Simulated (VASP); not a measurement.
# Mn in VASP: further runs, part 3 of 3

VASP 6.6.1. The steps go on from the part before.

**4. Single point, revPBE (10.44 Å³/atom)**

This run uses another cell than the first one, of 10.44 Å³/atom.

File INCAR:

```
  ALGO = Normal
  EDIFF = 1E-6
  ENCUT = 520
  GGA = RE
  ISIF = 2
  ISMEAR = -1
  LASPH = T
  LCHARG = T
  LELF = T
  LREAL = F
  LVHAR = T
  LWAVE = F
  NBANDS = 20
  NELM = 100
  PREC = Accurate
  SIGMA = 0.1
```

File KPOINTS:

```
k-points
0
Gamma
  16 16 9
```

File POSCAR:

```
Mn
1.0
   -1.3602435347      1.6548415791      1.2133114688
    1.6548415791     -1.3602435347      1.2133114688
    2.7728474957      2.7728474957     -0.6737546108
Mn
2
Direct
    0.0416895037      0.9583104963      0.0000000000
    0.7083104963      0.2916895037      0.5000000000
```

Potentials or basis: VASP PAW PBE potentials, release 64 (Mn_pv).

Started as:

```
$ cat potpaw_PBE.64/Mn_pv/POTCAR > POTCAR
$ mpirun -np 1 vasp_std > vasp.out
```

OUTCAR:

```text
EDIFF = 1E-6
   ENCUT = 520
   GGA = RE
   ISIF = 2
   ISMEAR = -1
   LASPH = T
   LREAL = F
   NELM = 100
   PREC = Accurate

 ion  position               nearest neighbor table
   1  0.042  0.958  0.000-   2 2.44   2 2.44   2 2.45   2 2.45   2 2.45   2 2.45
   2  0.708  0.292  0.500-   1 2.44   1 2.44   1 2.45   1 2.45   1 2.45   1 2.45

  LATTYP: Found a base centered monoclinic cell.
 ALAT       =     2.4621281236
 B/A-ratio  =     1.7318246840
 C/A-ratio  =     1.6160239824
 COS(beta)  =    -0.0001222374

  Lattice vectors:

 A1 = (  -1.3602435347,   1.6548415791,   1.2133114688)
 A2 = (   1.6548415791,  -1.3602435347,   1.2133114688)
 A3 = (   2.7728474957,   2.7728474957,  -0.6737546108)

Analysis of symmetry for initial positions (statically):
=====================================================================
 Subroutine PRICEL returns:
 Original cell was already a primitive cell.

 Routine SETGRP: Setting up the symmetry group for a
 base centered monoclinic supercell.

 Subroutine GETGRP returns: Found  4 space group operations
 (whereof  2 operations were pure point group operations)
 out of a pool of  4 trial point group operations.

The static configuration has the point symmetry C_2 .
 The point group associated with its full space group is C_2h.

Analysis of symmetry for dynamics (positions and initial velocities):
=====================================================================
 Subroutine PRICEL returns:
 Original cell was already a primitive cell.

 Routine SETGRP: Setting up the symmetry group for a
 base centered monoclinic supercell.

 Subroutine GETGRP returns: Found  4 space group operations
 (whereof  2 operations were pure point group operations)
 out of a pool of  4 trial point group operations.

The dynamic configuration has the point symmetry C_2 .
 The point group associated with its full space group is C_2h.

 Subroutine INISYM returns: Found  4 space group operations
 (whereof  2 operations are pure point group operations),
 and found     1 'primitive' translations

----------------------------------------------------------------------------------------

                                     Primitive cell

  volume of cell :      20.8859

  direct lattice vectors                    reciprocal lattice vectors
    -1.360243535  1.654841579  1.213311469    -0.117201299  0.214464297  0.400287369
     1.654841579 -1.360243535  1.213311469     0.214464297 -0.117201299  0.400287369
     2.772847496  2.772847496 -0.673754611     0.175153252  0.175153252 -0.042528079

  length of vectors
     2.461887050  2.461887050  3.978858096     0.469000060  0.469000060  0.251328392

  position of ions in fractional coordinates (direct lattice)
     0.041689504  0.958310496  0.000000000
     0.708310496  0.291689504  0.500000000

  ion indices of the primitive-cell ions
   primitive index   ion index
                 1           1
                 2           2

----------------------------------------------------------------------------------------

 KPOINTS: k-points

Automatic generation of k-mesh.
 Grid dimensions read from file:
 generate k-points for:   16   16    9

 Generating k-lattice:

  Cartesian coordinates                     Fractional coordinates (reciprocal lattice)
    -0.007325081  0.013404019  0.025017961     0.062500000 -0.000000000  0.000000000
     0.013404019 -0.007325081  0.025017961    -0.000000000  0.062500000  0.000000000
     0.019461472  0.019461472 -0.004725342     0.000000000  0.000000000  0.111111111

  Length of vectors
     0.029312504  0.029312504  0.027925377

  Shift w.r.t. Gamma in fractional coordinates (k-lattice)
     0.000000000  0.000000000  0.000000000

 Subroutine IBZKPT returns following result:
 ===========================================

 Found    617 irreducible k-points:

 Following reciprocal coordinates:
            Coordinates               Weight
  0.000000  0.000000  0.000000      1.000000
  0.062500  0.000000  0.000000      4.000000
  0.125000  0.000000  0.000000      4.000000
  0.187500 -0.000000 -0.000000      4.000000
  0.250000  0.000000  0.000000      4.000000
  0.312500 -0.000000  0.000000      4.000000
[... 16 lines left out ...]
 -0.125000  0.062500 -0.000000      4.000000
 -0.062500  0.062500  0.000000      2.000000
 [... further k-points ...]
   k-points           NKPTS =    617   k-points in BZ     NKDIM =    617   number of bands    NBANDS=     20
   number of dos      NEDOS =    301   number of ions     NIONS =      2
   total plane-waves  NPLWV =   9720
   dimension x,y,z NGX =    18 NGY =   18 NGZ =   30
   dimension x,y,z NGXF=    36 NGYF=   36 NGZF=   60
   ions per type =               2
   NGX,Y,Z   is equivalent  to a cutoff of  12.16, 12.16, 12.53 a.u.
   NGXF,Y,Z  is equivalent  to a cutoff of  24.31, 24.31, 25.07 a.u.
 SYSTEM =  unknown system
   PREC   = accura    normal or accurate (medium, high low for compatibility)
   ISTART =      0    job   : 0-new  1-cont  2-samecut
   ICHARG =      2    charge: 1-file 2-atom 10-const
   ISPIN  =      1    spin polarized calculation?
   LNONCOLLINEAR =      F non collinear calculations
   LSORBIT =      F    spin-orbit coupling
   LASPH  =      T    aspherical Exc in radial PAW
   ENCUT  =  520.0 eV  38.22 Ry    6.18 a.u.   4.58  4.58  7.40*2*pi/ulx,y,z
   NELM   =    100;   NELMIN=  2; NELMDL= -5     # of ELM steps
   EDIFF  = 0.1E-05   stopping-criterion for ELM
   LREAL  =      F    real-space projection
   EDIFFG = 0.1E-04   stopping-criterion for IOM
   NSW    =      0    number of steps for IOM
   IBRION =     -1    ionic relax: 0-MD 1-quasi-New 2-CG
   NFREE  =      0    steps in history (QN), initial steepest desc. (CG)
   ISIF   =      2    stress and relaxation
   ISYM   =      2    0-nonsym 1-usesym 2-fastsym
   POTIM  = 0.5000    time-step for ionic-motion
   TEBEG  =    0.0;   TEEND  =   0.0 temperature during run
   PSTRESS=    0.0 pullay stress
   NELECT =      26.0000    total number of electrons
   NUPDOWN=      -1.0000    fix difference up-down
   EMIN   =  10.00;   EMAX   =-10.00  energy-range for DOS
   EFERMI =   0.00;   METHOD = LEGACY
   ISMEAR =    -1;   SIGMA  =   0.10  broadening in eV -4-tet -1-fermi 0-gaus
   EFERMI_NEDOS =   21; number of points for ismear=-14 and -15
   IALGO  =     38    algorithm
   IMIX   =      4    mixing-type and parameters
     AMIX     =   0.40;   BMIX     =  1.00
     AMIX_MAG =   1.60;   BMIX_MAG =  1.00
  volume/ion in A,a.u.               =      10.44        70.47
  Fermi-wavevector in a.u.,A,eV,Ry     =   1.761089  3.327976 42.197594  3.101436
  Thomas-Fermi vector in A             =   2.829727
   LORBIT       =      0    0 simple, 1 ext, 2 COOP (PROOUT), +10 PAW based schemes
   GGA     = RE    functional components
   LHFCALC =     F    Hartree Fock is set to
   AEXX    =    0.0000 exact exchange contribution
   IVDW    =     0    specifies the selected vdW correction
   LEPSILON=     F    determine dielectric tensor
   LRPA    =     F    only Hartree local field effects (RPA)
 non-spin polarized calculation
  energy-cutoff  :      520.00
  volume of cell :       20.89
 maximum number of plane-waves:       578
   NGX =  9   NGY =  9   NGZ = 15

 number of electron      26.0000003 magnetization

 Free energy of the ion-electron system (eV)
  ---------------------------------------------------
  ext. energy  EPLUGINS =         0.00000000
  ---------------------------------------------------
  free energy    TOTEN  =       -17.03934612 eV

  energy without entropy =      -16.94871895  energy(sigma->0) =      -16.99403253

 E-fermi :  10.8698     XC(G=0): -14.1040

 val. band max:       10.8676309445   @ k =  -0.1250  -0.0000   0.1111
 cond. band min:      10.8764258850   @ k =  -0.3125   0.4375   0.4444
 fundamental gap:      0.0087949404
 Fermi energy:        10.8697956494

 k-point     1 :       0.0000    0.0000    0.0000
  band No.  band energies     occupation
      1     -37.4985      2.00000
      2     -36.7809      2.00000
      3     -36.7807      2.00000
      4     -36.6665      2.00000
      5     -36.6664      2.00000
      6     -36.6488      2.00000
[... 12 lines left out ...]
     19      20.5057      0.00000
     20      31.7679      0.00000
[... 507 lines left out ...]
 k-point    24 :      -0.0625    0.0625    0.0000
  band No.  band energies     occupation
      1     -37.4878      2.00000
      2     -36.8041      2.00000
      3     -36.7885      2.00000
      4     -36.6908      2.00000
      5     -36.6699      2.00000
      6     -36.6528      2.00000
[... 12 lines left out ...]
     19      20.5041      0.00000
     20      31.5441      0.00000

 [... further k-points ...]

------------------------ aborting loop because EDIFF is reached ----------------------------------------

  FORCE on cell =-STRESS in cart. coord.  units (eV):
  Direction    XX          YY          ZZ          XY          YZ          ZX
  --------------------------------------------------------------------------------------
  -------------------------------------------------------------------------------------
  Total        1.5582218      1.5582218      1.5545947      0.0006462      0.0008594      0.0008594
  in kB      119.5325467    119.5325467    119.2543131      0.0495721      0.0659279      0.0659250
  external PRESSURE =     119.4398022 kB  Pullay stress =       0.0000000 kB

 VOLUME and BASIS-vectors are now :
 -----------------------------------------------------------------------------
  energy-cutoff  :      520.00
  volume of cell :       20.89
      direct lattice vectors                 reciprocal lattice vectors
    -1.360243535  1.654841579  1.213311469    -0.117201299  0.214464297  0.400287369
     1.654841579 -1.360243535  1.213311469     0.214464297 -0.117201299  0.400287369
     2.772847496  2.772847496 -0.673754611     0.175153252  0.175153252 -0.042528079

 POSITION                                       TOTAL-FORCE (eV/Angst)
 -----------------------------------------------------------------------------------
      1.52914     -1.23455      1.21331         0.000015     -0.000015      0.000000
      0.90565      2.16180      0.87643        -0.000015      0.000015     -0.000000
 -----------------------------------------------------------------------------------
    total drift:                                0.000000      0.000000      0.000000

  FREE ENERGIE OF THE ION-ELECTRON SYSTEM (eV)
  ---------------------------------------------------
  free  energy   TOTEN  =       -17.0393461155 eV

  energy  without entropy=      -16.9487189470  energy(sigma->0) =      -16.99403253
```

OSZICAR:

```text
N       E                     dE             d eps       ncg     rms          rms(c)
DAV:   1     0.243320171486E+03    0.24332E+03   -0.14591E+04 24776   0.184E+03
DAV:   2    -0.110636963216E+02   -0.25438E+03   -0.24647E+03 24724   0.459E+02
DAV:   3    -0.201345342782E+02   -0.90708E+01   -0.89948E+01 26488   0.102E+02
DAV:   4    -0.202266663714E+02   -0.92132E-01   -0.92124E-01 26628   0.101E+01
DAV:   5    -0.202285677574E+02   -0.19014E-02   -0.19014E-02 26904   0.148E+00    0.188E+01
DAV:   6    -0.171496726608E+02    0.30789E+01   -0.14591E+01 25676   0.509E+01    0.250E+00
DAV:   7    -0.170599359235E+02    0.89737E-01   -0.49998E-01 26048   0.942E+00    0.982E-01
DAV:   8    -0.170405808363E+02    0.19355E-01   -0.54898E-03 26468   0.877E-01    0.284E-01
DAV:   9    -0.170393679757E+02    0.12129E-02   -0.12490E-03 26568   0.402E-01    0.439E-02
DAV:  10    -0.170393544734E+02    0.13502E-04   -0.32883E-05 26696   0.683E-02    0.118E-02
DAV:  11    -0.170393478689E+02    0.66045E-05   -0.65262E-07 15548   0.107E-02    0.322E-03
DAV:  12    -0.170393458105E+02    0.20584E-05   -0.15117E-07 12896   0.507E-03    0.591E-04
DAV:  13    -0.170393461155E+02   -0.30502E-06   -0.28267E-08 12632   0.228E-03
   1 F= -.17039346E+02 E0= -.16994033E+02  d E =-.906272E-01
```

It took 4.1 min on 1 thread of Intel Xeon 8259CL, shared host; peak memory 0.3 GiB.

What came out:

| Quantity | Value |
| --- | --- |
| Free energy | -17.0393 eV |
| Pressure | 11.9 GPa |
| Band gap on the k mesh | zero (bands 13 and 14 overlap by 2.04 eV) |

Caveat: the cell stands under pressure; the PAW data sets were made with another functional, which shifts forces and pressure a little; the run has no spin polarisation, though such a crystal can be magnetic. Spin polarisation is off, so any magnetic state and its effect on volume and gap are missing.

**5. Single point, revPBE (10.88 Å³/atom)**

This run uses another cell than the first one, of 10.88 Å³/atom.

File INCAR:

```
ALGO = Normal
EDIFF = 1E-7
ENCUT = 520
GGA = RE
ISIF = 2
ISMEAR = -1
LASPH = True
LCHARG = True
LELF = True
LREAL = False
LVHAR = True
LWAVE = False
NBANDS = 20
NELM = 60
PREC = Accurate
SIGMA = 0.1
```

KPOINTS is that of step 4.

File POSCAR:

```
Mn
1.0
   -1.3788793235      1.6775134591      1.2299342394
    1.6775134591     -1.3788793235      1.2299342394
    2.8108364286      2.8108364286     -0.6829852731
Mn
2
Direct
    0.0416895037      0.9583104963      0.0000000000
    0.7083104963      0.2916895037      0.5000000000
```

Started as:

```
$ cat potpaw_PBE.64/Mn_pv/POTCAR > POTCAR
$ mpirun -np 1 vasp_std > vasp.out
```

Wall time 5.1 min (1 thread of Intel Xeon 8259CL, shared host); peak memory 0.31 GiB.

It converged, with:

```yaml
Free_energy: -17.0711 eV
Pressure: 0.0 GPa
Band_gap_on_the_k_mesh: zero (bands 13 and 14 overlap by 1.92 eV)
```

Levels at points of the mesh, in eV from the Fermi level:
| k point | band 10 | band 11 | band 12 | band 13 | band 14 | band 15 | band 16 | band 17 |
| --- | --- | --- | --- | --- | --- | --- | --- | --- |
| (0.00, 0.00, 0.00) | -0.93 | -0.93 | -0.47 | -0.47 | 0.04 | 0.04 | 0.71 | 1.58 |
| (0.50, 0.00, 0.00) | -1.36 | -1.14 | -0.91 | -0.41 | 1.77 | 1.92 | 1.98 | 3.51 |
| (0.50, 0.50, 0.00) | -1.36 | -1.14 | -0.91 | -0.41 | 1.77 | 1.92 | 1.98 | 3.51 |

Caveat: the PAW data sets were made with another functional, which shifts forces and pressure a little; the run has no spin polarisation, though such a crystal can be magnetic.

**6. Overview**

| cell | gap on the mesh (eV) | pressure (GPa) |
| --- | --- | --- |
| a = 2.392, b = 2.392, c = 3.865 Å, angles 90.0, 90.0, 120.0°, 2 atoms | none | 45.3 |
| a = 2.427, b = 2.427, c = 3.923 Å, angles 90.0, 90.0, 120.0°, 2 atoms | none | 26.8 |
| a = 2.462, b = 2.462, c = 3.979 Å, angles 90.0, 90.0, 120.0°, 2 atoms | none | 11.9 |
| a = 2.496, b = 2.496, c = 4.033 Å, angles 90.0, 90.0, 120.0°, 2 atoms | none | 0.0 |

Alike in all rows: task single point; level revPBE; potentials or basis VASP PAW PBE potentials, release 64 (Mn_pv); no spin polarisation; k mesh 16 × 16 × 9; cutoff (eV) 520; smearing fermi-dirac 0.1 eV.

Caveats: the PAW data sets were made with another functional, which shifts forces and pressure a little; the run has no spin polarisation, though such a crystal can be magnetic; the cell stands under pressure (at least some runs).

Total energies depend on the potentials used, so only differences within one code and one set of settings carry meaning.
